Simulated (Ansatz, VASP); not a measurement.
Rb2Hg: VASP beside Ansatz

```
CELL_PARAMETERS angstrom
6.39899 0.00000 0.00000
0.00000 6.39899 0.00000
0.00000 0.00000 4.43245
ATOMIC_POSITIONS crystal
Rb 0.00000 0.50000 0.50000
Rb 0.50000 0.00000 0.50000
Hg 0.00000 0.00000 0.00000
```

Alike in both runs: task single point; functional r2SCAN; k mesh 8 × 8 × 10; occupations gaussian, width 0.1 eV; no spin polarisation.

```csv
,VASP,Ansatz
version,VASP 6.6.1,Ansatz 0.2.0
potentials or method,"VASP PAW PBE potentials, release 64 (Rb_sv, Hg), cutoff 520 eV","scalar-relativistic, plane waves, PAW"
valence electrons in the cell,30,38
```

```csv
,VASP,Ansatz,Ansatz less VASP
gap on the k mesh at the Fermi level (eV),none,none,-
pressure (GPa),-0.3,-0.3,+0.01
```

VASP's potentials were made for PBE, not for r2SCAN. A gap of «none» marks a metal or a gap that the smearing closes. VASP's potentials hold 30 valence electrons a cell and Ansatz's 38, so a difference there can come from the potentials and not from the codes.

Neither program's run includes spin-orbit coupling.
